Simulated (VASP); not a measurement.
Runs of VASP 6.6.1 on Eu. It takes space group Im-3m (No. 229, cubic). Conventional cell: a = 4.388 Å, b = 4.388 Å, c = 4.388 Å, α = 90.00°, β = 90.00°, γ = 90.00°. Eu (site symmetry m-3m) has 14 Eu at 3.80 to 4.39 Å within 5.0 Å. 

```csv
smearing,gap on the mesh (eV),pressure (GPa),moment (μB)
methfessel-paxton 0.6 eV,none,-0.4,7.38
methfessel-paxton 0.2 eV,none,-0.3,7.44
methfessel-paxton 0.03 eV,none,-0.2,(a)
fermi-dirac 0.01 eV,none,-0.3,(b)
fermi-dirac 0.1 eV,none,(c),7.30
```

Alike in all rows: task single point; level PBE; potentials or basis VASP PAW PBE potentials, release 64 (Eu); spin collinear, ferromagnetic start; cell as given; k mesh 10 × 10 × 10; cutoff (eV) 520.

Estimate the missing entries.

(a) 7.39; (b) 7.37; (c) -0.1.

Caveats: spin-orbit coupling is left out, which moves the levels of the heavy elements; semilocal functionals describe open f shells poorly, which spoils levels, moments and volumes; so wide a smearing shifts energies and pressures (at least some runs).

A k mesh can miss the band edges, and the runs leave out spin-orbit coupling on Eu.

A gap of «none» marks levels without a gap at the run's occupations.
